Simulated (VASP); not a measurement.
# BN (I-4m2) in VASP: single point with HSE06

Aim: the single point of BN with HSE06.

Everything below comes from runs of VASP 6.6.1. Logs are shortened: lines on timing, memory, paths and dates and some standing lists are left out, and cuts for length are marked.

**1. The cell of the first run**

It takes space group I-4m2 (No. 119, tetragonal). Conventional cell: a = 2.655 Å, b = 2.655 Å, c = 3.547 Å, α = 90.00°, β = 90.00°, γ = 90.00°. B (site symmetry -4m2) has 4 N at 1.60 Å within 2.1 Å. Within 2.1 Å of N (site symmetry -4m2) lie 4 B at 1.60 Å.

**2. Single point, HSE06 (epitaxial xy strain +4.0%)**

Input file POSCAR:

```
BN
1.0
    0.0000000000      1.8770184676      1.7733753882
    1.8770184676      0.0000000000      1.7733753882
    1.8770184676      1.8770184676      0.0000000000
B N
1 1
Direct
    0.0000000000      0.0000000000      0.0000000000
    0.2500000000      0.2500000000      0.2500000000
```

Input file INCAR.step1:

```
  PREC = Accurate
  ENCUT = 520
  EDIFF = 1E-5
  ISMEAR = 0
  SIGMA = 0.01
  LREAL = False
  LASPH = True
  NELM = 100
  ALGO = Normal
  ISIF = 2
  LWAVE = True
  NBANDS = 11
  GGA = PE
```

Input file INCAR.step2:

```
  PREC = Accurate
  ENCUT = 520
  EDIFF = 1E-6
  ISMEAR = 0
  SIGMA = 0.01
  LREAL = False
  LASPH = True
  NELM = 100
  ALGO = Normal
  ISIF = 2
  LWAVE = False
  LCHARG = True
  GGA = PE
  LHFCALC = True
  HFSCREEN = 0.2079
  PRECFOCK = Normal
  LELF = True
  LVHAR = True
  NBANDS = 11
  ISTART = 1
```

Input file KPOINTS:

```
Automatic mesh
0
Gamma
  8 8 8
```

Potentials or basis: VASP PAW PBE potentials, release 64 (B, N).

The run is started by

```bash
cat potpaw_PBE.64/B/POTCAR potpaw_PBE.64/N/POTCAR > POTCAR
cp INCAR.step1 INCAR
mpirun -np 1 vasp_std > vasp.out
cp INCAR.step2 INCAR
mpirun -np 1 vasp_std > vasp.out
```

OUTCAR:

```text
PREC = Accurate
   ENCUT = 520
   EDIFF = 1E-6
   ISMEAR = 0
   LREAL = False
   LASPH = True
   NELM = 100
   ISIF = 2
   GGA = PE
   LHFCALC = True
   HFSCREEN = 0.2079
   PRECFOCK = Normal
   ISTART = 1

 ion  position               nearest neighbor table
   1  0.000  0.000  0.000-   2 1.60   2 1.60   2 1.60   2 1.60
   2  0.250  0.250  0.250-   1 1.60   1 1.60   1 1.60   1 1.60

  LATTYP: Found a body centered tetragonal cell.
 ALAT       =     2.6545049737
 C/A-ratio  =     1.3361251200

  Lattice vectors:

 A1 = (   0.0000000000,  -1.8770184676,  -1.7733753882)
 A2 = (   0.0000000000,   1.8770184676,  -1.7733753882)
 A3 = (   1.8770184676,   0.0000000000,   1.7733753882)

Analysis of symmetry for initial positions (statically):
=====================================================================
 Subroutine PRICEL returns:
 Original cell was already a primitive cell.

 Routine SETGRP: Setting up the symmetry group for a
 body centered tetragonal supercell.

 Subroutine GETGRP returns: Found  8 space group operations
 (whereof  8 operations were pure point group operations)
 out of a pool of 16 trial point group operations.

The static configuration has the point symmetry D_2d.

Analysis of symmetry for dynamics (positions and initial velocities):
=====================================================================
 Subroutine PRICEL returns:
 Original cell was already a primitive cell.

 Routine SETGRP: Setting up the symmetry group for a
 body centered tetragonal supercell.

 Subroutine GETGRP returns: Found  8 space group operations
 (whereof  8 operations were pure point group operations)
 out of a pool of 16 trial point group operations.

The dynamic configuration has the point symmetry D_2d.

 Subroutine INISYM returns: Found  8 space group operations
 (whereof  8 operations are pure point group operations),
 and found     1 'primitive' translations

----------------------------------------------------------------------------------------

                                     Primitive cell

  volume of cell :      12.4959

  direct lattice vectors                    reciprocal lattice vectors
     0.000000000  1.877018468  1.773375388    -0.266379904  0.266379904  0.281948201
     1.877018468  0.000000000  1.773375388     0.266379904 -0.266379904  0.281948201
     1.877018468  1.877018468  0.000000000     0.266379904  0.266379904 -0.281948201

  length of vectors
     2.582258429  2.582258429  2.654504974     0.470543616  0.470543616  0.470543616

  position of ions in fractional coordinates (direct lattice)
     0.000000000  0.000000000  0.000000000
     0.250000000  0.250000000  0.250000000

  ion indices of the primitive-cell ions
   primitive index   ion index
                 1           1
                 2           2

----------------------------------------------------------------------------------------

 KPOINTS: Automatic mesh

Automatic generation of k-mesh.
 Grid dimensions read from file:
 generate k-points for:    8    8    8

 Generating k-lattice:

  Cartesian coordinates                     Fractional coordinates (reciprocal lattice)
    -0.033297488  0.033297488  0.035243525     0.125000000  0.000000000  0.000000000
     0.033297488 -0.033297488  0.035243525     0.000000000  0.125000000  0.000000000
     0.033297488  0.033297488 -0.035243525    -0.000000000 -0.000000000  0.125000000

  Length of vectors
     0.058817952  0.058817952  0.058817952

  Shift w.r.t. Gamma in fractional coordinates (k-lattice)
     0.000000000  0.000000000  0.000000000

 Subroutine IBZKPT returns following result:
 ===========================================

 Found     59 irreducible k-points:

 Following reciprocal coordinates:
            Coordinates               Weight
  0.000000  0.000000  0.000000      1.000000
  0.125000  0.000000  0.000000      8.000000
  0.250000  0.000000  0.000000      8.000000
  0.375000  0.000000  0.000000      8.000000
  0.500000  0.000000  0.000000      4.000000
  0.125000  0.125000  0.000000      2.000000
[... 16 lines left out ...]
  0.250000  0.000000  0.125000     16.000000
  0.375000  0.000000  0.125000     16.000000
 [... further k-points ...]
   k-points           NKPTS =     59   k-points in BZ     NKDIM =    512   number of bands    NBANDS=     11
   number of dos      NEDOS =    301   number of ions     NIONS =      2
   total plane-waves  NPLWV =   8000
   dimension x,y,z NGX =    20 NGY =   20 NGZ =   20
   dimension x,y,z NGXF=    40 NGYF=   40 NGZF=   40
   ions per type =               1   1
   NGX,Y,Z   is equivalent  to a cutoff of  12.88, 12.88, 12.53 a.u.
   NGXF,Y,Z  is equivalent  to a cutoff of  25.75, 25.75, 25.05 a.u.
 SYSTEM =  unknown system
   PREC   = accura    normal or accurate (medium, high low for compatibility)
   ISTART =      1    job   : 0-new  1-cont  2-samecut
   ICHARG =      0    charge: 1-file 2-atom 10-const
   ISPIN  =      1    spin polarized calculation?
   LNONCOLLINEAR =      F non collinear calculations
   LSORBIT =      F    spin-orbit coupling
   LASPH  =      T    aspherical Exc in radial PAW
   ENCUT  =  520.0 eV  38.22 Ry    6.18 a.u.   4.80  4.80  4.94*2*pi/ulx,y,z
   NELM   =    100;   NELMIN=  2; NELMDL=  0     # of ELM steps
   EDIFF  = 0.1E-05   stopping-criterion for ELM
   LREAL  =      F    real-space projection
   EDIFFG = 0.1E-04   stopping-criterion for IOM
   NSW    =      0    number of steps for IOM
   IBRION =     -1    ionic relax: 0-MD 1-quasi-New 2-CG
   NFREE  =      0    steps in history (QN), initial steepest desc. (CG)
   ISIF   =      2    stress and relaxation
   ISYM   =      3    0-nonsym 1-usesym 2-fastsym
   POTIM  = 0.5000    time-step for ionic-motion
   TEBEG  =    0.0;   TEEND  =   0.0 temperature during run
   PSTRESS=    0.0 pullay stress
   NELECT =       8.0000    total number of electrons
   NUPDOWN=      -1.0000    fix difference up-down
   EMIN   =  10.00;   EMAX   =-10.00  energy-range for DOS
   EFERMI =   0.00;   METHOD = LEGACY
   ISMEAR =     0;   SIGMA  =   0.01  broadening in eV -4-tet -1-fermi 0-gaus
   EFERMI_NEDOS =   21; number of points for ismear=-14 and -15
   IALGO  =     38    algorithm
   IMIX   =      1    mixing-type and parameters
     AMIX     =   0.40;   BMIX     =  1.00
     AMIX_MAG =   1.60;   BMIX_MAG =  1.00
  volume/ion in A,a.u.               =       6.25        42.16
  Fermi-wavevector in a.u.,A,eV,Ry     =   1.410963  2.666333 27.086697  1.990816
  Thomas-Fermi vector in A             =   2.532863
   LORBIT       =      0    0 simple, 1 ext, 2 COOP (PROOUT), +10 PAW based schemes
   GGA     = PE    functional components
   LHFCALC =     T    Hartree Fock is set to
   PRECFOCK=normal    Normal, Fast or Accurate (Low or Medium for compatibility)
   ENCUT4O =  -1.0   cutoff for four orbital integrals eV
   NKREDX  =     1    reduce k-point grid by
   NKREDY  =     1    reduce k-point grid by
   NKREDZ  =     1    reduce k-point grid by
   AEXX    =    0.2500 exact exchange contribution
   HFSCREEN=    0.2079 screening length (either q_TF or 0.3 A-1)
   HFSCREENC=   0.2079 screening length for correlation (either q_TF or 0.3 A-1)
   ENCUTFOCK=  -1.0 apply spherical cutoff to Coloumb kernel
   IVDW    =     0    specifies the selected vdW correction
   LEPSILON=     F    determine dielectric tensor
   LRPA    =     F    only Hartree local field effects (RPA)
 non-spin polarized calculation
 Gauss-broadening in eV      SIGMA  =   0.01
  energy-cutoff  :      520.00
  volume of cell :       12.50
 maximum number of plane-waves:       348
  NGX = 16; NGY = 16; NGZ = 16

 number of electron       8.0000002 magnetization

 Free energy of the ion-electron system (eV)
  ---------------------------------------------------
  ext. energy  EPLUGINS =         0.00000000
  ---------------------------------------------------
  free energy    TOTEN  =       -20.21048992 eV

  energy without entropy =      -20.21048992  energy(sigma->0) =      -20.21048992

 E-fermi :   6.2925     XC(G=0): -10.2792

 val. band max:        6.2207632430   @ k =   0.0000   0.0000   0.0000
 cond. band min:      10.9868341032   @ k =   0.5000   0.5000   0.0000
 fundamental gap:      4.7660708603
 Fermi energy:         6.2925315298

 k-point     1 :       0.0000    0.0000    0.0000
  band No.  band energies     occupation
      1     -15.5617      2.00000
      2       5.7196      2.00000
      3       5.7196      2.00000
      4       6.2208      2.00000
      5      15.9071      0.00000
      6      16.3081      0.00000
      7      16.3081      0.00000
      8      17.0372      0.00000
      9      31.5450      0.00000
     10      33.5031      0.00000
     11      34.5487      0.00000

 k-point     2 :       0.1250    0.0000    0.0000
  band No.  band energies     occupation
      1     -15.1711      2.00000
      2       3.9228      2.00000
      3       5.2928      2.00000
      4       5.7393      2.00000
      5      16.0939      0.00000
      6      16.8316      0.00000
      7      16.8482      0.00000
      8      18.4811      0.00000
      9      30.9347      0.00000
     10      31.1023      0.00000
     11      32.3739      0.00000

 k-point     3 :       0.2500    0.0000    0.0000
  band No.  band energies     occupation
      1     -14.0415      2.00000
      2       0.1671      2.00000
      3       4.4357      2.00000
      4       5.0503      2.00000
      5      16.3233      0.00000
      6      17.6416      0.00000
      7      17.9554      0.00000
      8      20.7906      0.00000
      9      30.1008      0.00000
     10      30.3833      0.00000
     11      31.6251      0.00000

 k-point     4 :       0.3750    0.0000    0.0000
  band No.  band energies     occupation
      1     -12.3959      2.00000
      2      -3.4202      2.00000
      3       3.7386      2.00000
      4       4.5055      2.00000
      5      16.4396      0.00000
      6      17.8010      0.00000
      7      18.6888      0.00000
      8      22.2528      0.00000
      9      30.1513      0.00000
     10      32.3833      0.00000
     11      32.5805      0.00000

 k-point     5 :       0.5000    0.0000    0.0000
  band No.  band energies     occupation
      1     -11.3069      2.00000
      2      -5.1991      2.00000
      3       3.4825      2.00000
      4       4.3076      2.00000
      5      16.4563      0.00000
      6      17.7315      0.00000
      7      18.8803      0.00000
      8      22.6879      0.00000
      9      30.5036      0.00000
     10      33.6891      0.00000
     11      34.2686      0.00000
[... 211 lines left out ...]
 k-point    21 :       0.5000    0.5000    0.0000
  band No.  band energies     occupation
      1      -9.4920      2.00000
      2      -2.9315      2.00000
      3       0.3691      2.00000
      4       0.3691      2.00000
      5      10.9868      0.00000
      6      15.3908      0.00000
      7      25.5021      0.00000
      8      25.5021      0.00000
      9      28.8480      0.00000
     10      34.4346      0.00000
     11      40.0859      0.00000

 k-point    22 :       0.1250    0.0000    0.1250
  band No.  band energies     occupation
      1     -15.0620      2.00000
      2       4.3508      2.00000
      3       4.7027      2.00000
      4       5.1052      2.00000
      5      15.5444      0.00000
      6      17.1705      0.00000
      7      18.0954      0.00000
      8      18.3791      0.00000
      9      27.3882      0.00000
     10      32.5387      0.00000
     11      35.4569      0.00000

 k-point    23 :       0.2500    0.0000    0.1250
  band No.  band energies     occupation
      1     -14.1975      2.00000
      2       1.4893      2.00000
      3       3.9464      2.00000
      4       4.3901      2.00000
      5      15.7463      0.00000
      6      17.9391      0.00000
      7      19.1197      0.00000
      8      20.0398      0.00000
      9      26.2890      0.00000
     10      32.7548      0.00000
     11      33.9682      0.00000

 k-point    24 :       0.3750    0.0000    0.1250
  band No.  band energies     occupation
      1     -12.7124      2.00000
      2      -2.0481      2.00000
      3       3.1616      2.00000
      4       3.6881      2.00000
      5      16.4289      0.00000
      6      18.0648      0.00000
      7      19.8209      0.00000
      8      21.4431      0.00000
      9      27.7333      0.00000
     10      32.4641      0.00000
     11      34.4581      0.00000

 [... further k-points ...]
[... 5 lines left out ...]
  --------------------------------------------------------------------------------------
  -------------------------------------------------------------------------------------
  Total       -2.8065843     -2.8065843     -0.3015129      0.0000000     -0.0000000      0.0000000
  in kB     -359.8495006   -359.8495006    -38.6588307      0.0000000     -0.0000000      0.0000000
  external PRESSURE =    -252.7859439 kB  Pullay stress =       0.0000000 kB

 VOLUME and BASIS-vectors are now :
 -----------------------------------------------------------------------------
  energy-cutoff  :      520.00
  volume of cell :       12.50
      direct lattice vectors                 reciprocal lattice vectors
     0.000000000  1.877018468  1.773375388    -0.266379904  0.266379904  0.281948201
     1.877018468  0.000000000  1.773375388     0.266379904 -0.266379904  0.281948201
     1.877018468  1.877018468  0.000000000     0.266379904  0.266379904 -0.281948201

 POSITION                                       TOTAL-FORCE (eV/Angst)
 -----------------------------------------------------------------------------------
      0.00000      0.00000      0.00000        -0.000000     -0.000000     -0.000000
      0.93851      0.93851      0.88669         0.000000      0.000000      0.000000
 -----------------------------------------------------------------------------------
    total drift:                                0.000001      0.000001     -0.000002

  FREE ENERGIE OF THE ION-ELECTRON SYSTEM (eV)
  ---------------------------------------------------
  free  energy   TOTEN  =       -20.2104899157 eV

  energy  without entropy=      -20.2104899157  energy(sigma->0) =      -20.21048992
```

Wall time 41 min (1 thread of Intel Xeon 8259CL, shared host); peak memory 0.23 GiB.

What came out:

| Item | Value |
| --- | --- |
| Free energy | -20.2105 eV |
| Pressure | -25.3 GPa |
| Band gap on the k mesh | 4.77 eV (least direct gap 9.69 eV) |

Levels at points of the mesh, in eV from the valence-band top:
| k point | band 1 | band 2 | band 3 | band 4 | band 5 | band 6 | band 7 | band 8 |
| --- | --- | --- | --- | --- | --- | --- | --- | --- |
| (0.00, 0.00, 0.00) | -21.78 | -0.50 | -0.50 | 0.00 | 9.69 | 10.09 | 10.09 | 10.82 |
| (0.50, 0.00, 0.00) | -17.53 | -11.42 | -2.74 | -1.91 | 10.24 | 11.51 | 12.66 | 16.47 |
| (0.50, 0.50, 0.00) | -15.71 | -9.15 | -5.85 | -5.85 | 4.77 | 9.17 | 19.28 | 19.28 |
| (0.50, 0.00, 0.50) | -16.34 | -10.00 | -5.10 | -5.06 | 5.70 | 10.53 | 18.64 | 19.44 |

Caveat: the cell differs from its parent crystal (epitaxial xy strain +4.0%); the stress differs along the axes, from -36 to -4 GPa; the PAW data sets were made with another functional, which shifts forces and pressure a little. A k mesh can miss the band edges.
